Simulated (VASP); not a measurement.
# Bi (Fd-3m) in VASP: notebook, part 2 of 2

VASP 6.6.1. Earlier steps stand in the parts before.

## 3. Single point, RPBE (volume scaled by 1.12)

The input, INCAR:

```
ALGO = Normal
EDIFF = 1E-7
ENCUT = 520
GGA = RP
ISIF = 2
ISMEAR = -1
LASPH = True
LCHARG = False
LREAL = False
LWAVE = False
NBANDS = 22
NELM = 80
PREC = Accurate
SIGMA = 0.1
```

The input, KPOINTS:

```
k-points
0
Gamma
  8 8 8
```

The input, POSCAR:

```
Bi
1.0
    0.0000000000      3.8325240056      3.8325240056
    3.8325240056      0.0000000000      3.8325240056
    3.8325240056      3.8325240056      0.0000000000
Bi
2
Direct
    0.1250000000      0.1250000000      0.1250000000
    0.8750000000      0.8750000000      0.8750000000
```

Potentials or basis: VASP PAW PBE potentials, release 64 (Bi_d).

On the command line:

```console
cat potpaw_PBE.64/Bi_d/POTCAR > POTCAR
mpirun -np 1 vasp_std > vasp.out
```

OUTCAR:

```text
EDIFF = 1E-7
   ENCUT = 520
   GGA = RP
   ISIF = 2
   ISMEAR = -1
   LASPH = True
   LREAL = False
   NELM = 80
   PREC = Accurate

 ion  position               nearest neighbor table
   1  0.125  0.125  0.125-   2 3.32   2 3.32   2 3.32   2 3.32
   2  0.875  0.875  0.875-   1 3.32   1 3.32   1 3.32   1 3.32

  LATTYP: Found a face centered cubic cell.
 ALAT       =     7.6650480112

  Lattice vectors:

 A1 = (   0.0000000000,   3.8325240056,   3.8325240056)
 A2 = (   3.8325240056,   0.0000000000,   3.8325240056)
 A3 = (   3.8325240056,   3.8325240056,   0.0000000000)

Analysis of symmetry for initial positions (statically):
=====================================================================
 Subroutine PRICEL returns:
 Original cell was already a primitive cell.

 Routine SETGRP: Setting up the symmetry group for a
 face centered cubic supercell.

 Subroutine GETGRP returns: Found 48 space group operations
 (whereof 12 operations were pure point group operations)
 out of a pool of 48 trial point group operations.

The static configuration has the point symmetry D_3d.
 The point group associated with its full space group is O_h .

Analysis of symmetry for dynamics (positions and initial velocities):
=====================================================================
 Subroutine PRICEL returns:
 Original cell was already a primitive cell.

 Routine SETGRP: Setting up the symmetry group for a
 face centered cubic supercell.

 Subroutine GETGRP returns: Found 48 space group operations
 (whereof 12 operations were pure point group operations)
 out of a pool of 48 trial point group operations.

The dynamic configuration has the point symmetry D_3d.
 The point group associated with its full space group is O_h .

 Subroutine INISYM returns: Found 48 space group operations
 (whereof 12 operations are pure point group operations),
 and found     1 'primitive' translations

----------------------------------------------------------------------------------------

                                     Primitive cell

  volume of cell :     112.5861

  direct lattice vectors                    reciprocal lattice vectors
     0.000000000  3.832524006  3.832524006    -0.130462327  0.130462327  0.130462327
     3.832524006  0.000000000  3.832524006     0.130462327 -0.130462327  0.130462327
     3.832524006  3.832524006  0.000000000     0.130462327  0.130462327 -0.130462327

  length of vectors
     5.420007427  5.420007427  5.420007427     0.225967379  0.225967379  0.225967379

  position of ions in fractional coordinates (direct lattice)
     0.125000000  0.125000000  0.125000000
     0.875000000  0.875000000  0.875000000

  ion indices of the primitive-cell ions
   primitive index   ion index
                 1           1
                 2           2

----------------------------------------------------------------------------------------

 KPOINTS: k-points

Automatic generation of k-mesh.
 Grid dimensions read from file:
 generate k-points for:    8    8    8

 Generating k-lattice:

  Cartesian coordinates                     Fractional coordinates (reciprocal lattice)
    -0.016307791  0.016307791  0.016307791     0.125000000  0.000000000  0.000000000
     0.016307791 -0.016307791  0.016307791     0.000000000  0.125000000  0.000000000
     0.016307791  0.016307791 -0.016307791     0.000000000  0.000000000  0.125000000

  Length of vectors
     0.028245922  0.028245922  0.028245922

  Shift w.r.t. Gamma in fractional coordinates (k-lattice)
     0.000000000  0.000000000  0.000000000

 Subroutine IBZKPT returns following result:
 ===========================================

 Found     29 irreducible k-points:

 Following reciprocal coordinates:
            Coordinates               Weight
  0.000000  0.000000  0.000000      1.000000
  0.125000  0.000000  0.000000      8.000000
  0.250000  0.000000  0.000000      8.000000
  0.375000  0.000000  0.000000      8.000000
  0.500000  0.000000  0.000000      4.000000
  0.125000  0.125000  0.000000      6.000000
[... 16 lines left out ...]
  0.500000  0.250000  0.125000     48.000000
 -0.375000  0.250000  0.125000     24.000000
 [... further k-points ...]
   k-points           NKPTS =     29   k-points in BZ     NKDIM =     29   number of bands    NBANDS=     22
   number of dos      NEDOS =    301   number of ions     NIONS =      2
   total plane-waves  NPLWV =  64000
   dimension x,y,z NGX =    40 NGY =   40 NGZ =   40
   dimension x,y,z NGXF=    80 NGYF=   80 NGZF=   80
   ions per type =               2
   NGX,Y,Z   is equivalent  to a cutoff of  12.27, 12.27, 12.27 a.u.
   NGXF,Y,Z  is equivalent  to a cutoff of  24.54, 24.54, 24.54 a.u.
 SYSTEM =  unknown system
   PREC   = accura    normal or accurate (medium, high low for compatibility)
   ISTART =      0    job   : 0-new  1-cont  2-samecut
   ICHARG =      2    charge: 1-file 2-atom 10-const
   ISPIN  =      1    spin polarized calculation?
   LNONCOLLINEAR =      F non collinear calculations
   LSORBIT =      F    spin-orbit coupling
   LASPH  =      T    aspherical Exc in radial PAW
   ENCUT  =  520.0 eV  38.22 Ry    6.18 a.u.  10.08 10.08 10.08*2*pi/ulx,y,z
   NELM   =     80;   NELMIN=  2; NELMDL= -5     # of ELM steps
   EDIFF  = 0.1E-06   stopping-criterion for ELM
   LREAL  =      F    real-space projection
   EDIFFG = 0.1E-05   stopping-criterion for IOM
   NSW    =      0    number of steps for IOM
   IBRION =     -1    ionic relax: 0-MD 1-quasi-New 2-CG
   NFREE  =      0    steps in history (QN), initial steepest desc. (CG)
   ISIF   =      2    stress and relaxation
   ISYM   =      2    0-nonsym 1-usesym 2-fastsym
   POTIM  = 0.5000    time-step for ionic-motion
   TEBEG  =    0.0;   TEEND  =   0.0 temperature during run
   PSTRESS=    0.0 pullay stress
   NELECT =      30.0000    total number of electrons
   NUPDOWN=      -1.0000    fix difference up-down
   EMIN   =  10.00;   EMAX   =-10.00  energy-range for DOS
   EFERMI =   0.00;   METHOD = LEGACY
   ISMEAR =    -1;   SIGMA  =   0.10  broadening in eV -4-tet -1-fermi 0-gaus
   EFERMI_NEDOS =   21; number of points for ismear=-14 and -15
   IALGO  =     38    algorithm
   IMIX   =      4    mixing-type and parameters
     AMIX     =   0.40;   BMIX     =  1.00
     AMIX_MAG =   1.60;   BMIX_MAG =  1.00
  volume/ion in A,a.u.               =      56.29       379.88
  Fermi-wavevector in a.u.,A,eV,Ry     =   1.053466  1.990761 15.099607  1.109790
  Thomas-Fermi vector in A             =   2.188588
   LORBIT       =      0    0 simple, 1 ext, 2 COOP (PROOUT), +10 PAW based schemes
   GGA     = RP    functional components
   LHFCALC =     F    Hartree Fock is set to
   AEXX    =    0.0000 exact exchange contribution
   IVDW    =     0    specifies the selected vdW correction
   LEPSILON=     F    determine dielectric tensor
   LRPA    =     F    only Hartree local field effects (RPA)
 non-spin polarized calculation
  energy-cutoff  :      520.00
  volume of cell :      112.59
 maximum number of plane-waves:      3071
   NGX = 21   NGY = 21   NGZ = 21

 number of electron      29.9999988 magnetization

 Free energy of the ion-electron system (eV)
  ---------------------------------------------------
  ext. energy  EPLUGINS =         0.00000000
  ---------------------------------------------------
  free energy    TOTEN  =        -6.68426533 eV

  energy without entropy =       -6.65033509  energy(sigma->0) =       -6.66730021

 E-fermi :   2.4988     XC(G=0):  -7.0010

 val. band max:        2.3435542226   @ k =   0.3750   0.3750   0.0000
 cond. band min:       2.5415492458   @ k =  -0.3750   0.5000   0.1250
 fundamental gap:      0.1979950232
 Fermi energy:         2.4987565070

 k-point     1 :       0.0000    0.0000    0.0000
  band No.  band energies     occupation
      1     -20.2249      2.00000
      2     -20.2249      2.00000
      3     -20.2249      2.00000
      4     -20.2030      2.00000
      5     -20.2030      2.00000
      6     -20.1096      2.00000
[... 14 lines left out ...]
     21       9.2025      0.00000
     22       9.9687      0.00000
[... 552 lines left out ...]
  band No.  band energies     occupation
      1     -20.2462      2.00000
      2     -20.2411      2.00000
      3     -20.1967      2.00000
      4     -20.1753      2.00000
      5     -20.1707      2.00000
      6     -20.1438      2.00000
[... 14 lines left out ...]
     21       9.4337      0.00000
     22       9.7798      0.00000

 [... further k-points ...]

------------------------ aborting loop because EDIFF is reached ----------------------------------------

  FORCE on cell =-STRESS in cart. coord.  units (eV):
  Direction    XX          YY          ZZ          XY          YZ          ZX
  --------------------------------------------------------------------------------------
  -------------------------------------------------------------------------------------
  Total       -1.6382039     -1.6382039     -1.6382039      0.0000000     -0.0000000      0.0000000
  in kB      -23.3127713    -23.3127713    -23.3127713      0.0000000     -0.0000000      0.0000000
  external PRESSURE =     -23.3127713 kB  Pullay stress =       0.0000000 kB

 VOLUME and BASIS-vectors are now :
 -----------------------------------------------------------------------------
  energy-cutoff  :      520.00
  volume of cell :      112.59
      direct lattice vectors                 reciprocal lattice vectors
     0.000000000  3.832524006  3.832524006    -0.130462327  0.130462327  0.130462327
     3.832524006  0.000000000  3.832524006     0.130462327 -0.130462327  0.130462327
     3.832524006  3.832524006  0.000000000     0.130462327  0.130462327 -0.130462327

 POSITION                                       TOTAL-FORCE (eV/Angst)
 -----------------------------------------------------------------------------------
      0.95813      0.95813      0.95813        -0.000000     -0.000000     -0.000000
      6.70692      6.70692      6.70692         0.000000      0.000000      0.000000
 -----------------------------------------------------------------------------------
    total drift:                                0.000000      0.000000     -0.000000

  FREE ENERGIE OF THE ION-ELECTRON SYSTEM (eV)
  ---------------------------------------------------
  free  energy   TOTEN  =        -6.6842653262 eV

  energy  without entropy=       -6.6503350923  energy(sigma->0) =       -6.66730021
```

stdout:

```text
POSCAR found type information on POSCAR Bi
 POSCAR found :  1 types and       2 ions
 scaLAPACK will be used
 -----------------------------------------------------------------------------
|                                                                             |
|                                                                             |
|     You enforced a specific xc type in the INCAR file but a different       |
|     I HOPE YOU KNOW WHAT YOU ARE DOING!                                     |
|                                                                             |
 -----------------------------------------------------------------------------

 LDA part: xc-table for (Slater+PW92), standard interpolation
 POSCAR, INCAR and KPOINTS ok, starting setup
 FFT: planning ... GRIDC
 FFT: planning ... GRID_SOFT
 FFT: planning ... GRID
 WAVECAR not read
 entering main loop
```

It took 25 s on 1 thread of Intel Xeon 6975P-C (Granite Rapids), shared host; peak memory 0.25 GiB.

Results:

```
Free energy            : -6.6843 eV
Pressure               : -2.3 GPa
Band gap on the k mesh : zero (band 15 reaches 2.88 eV, above the bottom of band 16 at 2.25 eV)
```

Caveat: the cell differs from its parent crystal (volume scaled by 1.12); the PAW data sets were made with another functional, which shifts forces and pressure a little; spin-orbit coupling is left out, which moves the levels of the heavy elements.

## 4. Relaxation of cell and atoms, RPBE

This run uses another cell than the first one, of 43.00 Å³/atom, 0.792 times its volume.

The input, INCAR:

```
PREC = Accurate ; ENCUT = 600
EDIFF = 1E-6 ; ISMEAR = -1
SIGMA = 0.1 ; LREAL = F
LASPH = T ; NELM = 60
ALGO = Normal ; ISIF = 3
LWAVE = F ; LCHARG = F
GGA = RP ; IBRION = 2
NSW = 80 ; EDIFFG = -0.01
```

The input, KPOINTS:

```
regular mesh
0
Gamma
  8 8 8
```

The input, POSCAR:

```
Bi
1.0
    0.0000000000      3.5033007048      3.5033007048
    3.5033007048      0.0000000000      3.5033007048
    3.5033007048      3.5033007048      0.0000000000
Bi
2
Direct
    0.1250000000      0.1250000000      0.1250000000
    0.8750000000      0.8750000000      0.8750000000
```

On the command line:

```console
cat potpaw_PBE.64/Bi_d/POTCAR > POTCAR
mpirun -np 1 vasp_std > vasp.out
```

It took 61 s on 1 thread of Intel Xeon 6975P-C (Granite Rapids), shared host; peak memory 0.26 GiB.

Results (log left out):

```yaml
Free_energy: -6.7764 eV
Relaxed_volume: 50.12 Å³/atom
Relaxed_cell: a = 5.214 Å, b = 5.214 Å, c = 5.214 Å, α = 60.00°, β = 60.00°, γ = 60.00°
Space_group_after_relaxing_to_0.05_Å: Fd-3m (No. 227)
Energy_gained_by_relaxing: 110.7 meV/atom
Ionic_steps: 3
Pressure_after_relaxing: 0.0 GPa
Band_gap_on_the_k_mesh: zero (band 15 reaches 3.92 eV, above the bottom of band 16 at 3.07 eV)
```

Step by step:
| step | energy change (eV) | largest force (eV/Å) | pressure (GPa) | volume (Å³) |
| --- | --- | --- | --- | --- |
| 1 | 0.0000 | 0.0000 | 5.67 | 85.99 |
| 2 | -0.1951 | 0.0000 | -1.34 | 106.35 |
| 3 | -0.2215 | 0.0000 | 0.03 | 100.24 |

Final structure:
```yaml
crystal:
  lattice:
    - [0.00000, 3.68701, 3.68701]
    - [3.68701, 0.00000, 3.68701]
    - [3.68701, 3.68701, 0.00000]
  atoms:
    - { symbol: Bi, position: [0.12500, 0.12500, 0.12500] }
    - { symbol: Bi, position: [0.87500, 0.87500, 0.87500] }
```

Levels at points of the mesh, in eV from the Fermi level:
```csv
k point,band 13,band 14,band 15,band 16,band 17,band 18
"(0.00, 0.00, 0.00)",-1.27,-1.27,-1.27,0.87,0.87,0.87
"(0.50, 0.00, 0.00)",-2.25,-2.00,-2.00,1.87,1.87,3.53
"(0.50, 0.50, 0.00)",-2.76,-2.76,-0.33,-0.33,4.06,4.06
```

Caveat: the volume moved by over 15 % at a fixed basis, so the end points are rough; the PAW data sets were made with another functional, which shifts forces and pressure a little; spin-orbit coupling is left out, which moves the levels of the heavy elements.

## 5. Single point, RPBE

This run uses another cell than the first one, of 50.26 Å³/atom, 0.926 times its volume.

The input, INCAR:

```
PREC = Accurate
ENCUT = 520
EDIFF = 1E-6
ISMEAR = -1
SIGMA = 0.1
LREAL = F
LASPH = T
NELM = 100
ALGO = Normal
ISIF = 2
LWAVE = F
LCHARG = F
GGA = RP
NBANDS = 22
```

The input, KPOINTS:

```
regular mesh
0
Gamma
  12 12 12
```

The input, POSCAR:

```
Bi
1.0
    0.0000000000      3.6904461810      3.6904461810
    3.6904461810      0.0000000000      3.6904461810
    3.6904461810      3.6904461810      0.0000000000
Bi
2
Direct
    0.1250000000      0.1250000000      0.1250000000
    0.8750000000      0.8750000000      0.8750000000
```

On the command line:

```console
cat potpaw_PBE.64/Bi_d/POTCAR > POTCAR
mpirun -np 1 vasp_std > vasp.out
```

It took 52 s on 1 thread of Intel Xeon 6975P-C (Granite Rapids), shared host; peak memory 0.3 GiB.

It converged, with:

```yaml
Free_energy: -6.7838 eV
Pressure: -0.1 GPa
Band_gap_on_the_k_mesh: zero (band 15 reaches 3.89 eV, above the bottom of band 16 at 3.04 eV)
```

Levels at points of the mesh, in eV from the Fermi level:
```
           k point  band 13  band 14  band 15  band 16  band 17  band 18
(0.00, 0.00, 0.00)    -1.26    -1.26    -1.26     0.88     0.88     0.88
(0.50, 0.00, 0.00)    -2.24    -1.98    -1.98     1.88     1.88     3.52
(0.50, 0.50, 0.00)    -2.75    -2.75    -0.32    -0.32     4.05     4.05
```

Caveat: the PAW data sets were made with another functional, which shifts forces and pressure a little; spin-orbit coupling is left out, which moves the levels of the heavy elements.

## 6. The runs side by side

```csv
task,cell,k mesh,cutoff (eV),gap on the mesh (eV),pressure (GPa)
single point,"a = 5.355 Å, angles 60.0°, 2 atoms",8 × 8 × 8,520,none,-1.7
single point,"a = 5.420 Å, angles 60.0°, 2 atoms",8 × 8 × 8,520,none,-2.3
relaxation of cell and atoms,"relaxed from a = 4.954 Å, angles 60.0°, 2 atoms",8 × 8 × 8,600,none,0.0
single point,"a = 5.219 Å, angles 60.0°, 2 atoms",12 × 12 × 12,520,none,-0.1
```

Alike in all rows: level RPBE; potentials or basis VASP PAW PBE potentials, release 64 (Bi_d); no spin polarisation; smearing fermi-dirac 0.1 eV.

Caveats: the PAW data sets were made with another functional, which shifts forces and pressure a little; spin-orbit coupling is left out, which moves the levels of the heavy elements; the volume moved by over 15 % at a fixed basis, so the end points are rough (some runs).

Absolute energies hang on the potentials; compare differences alone.
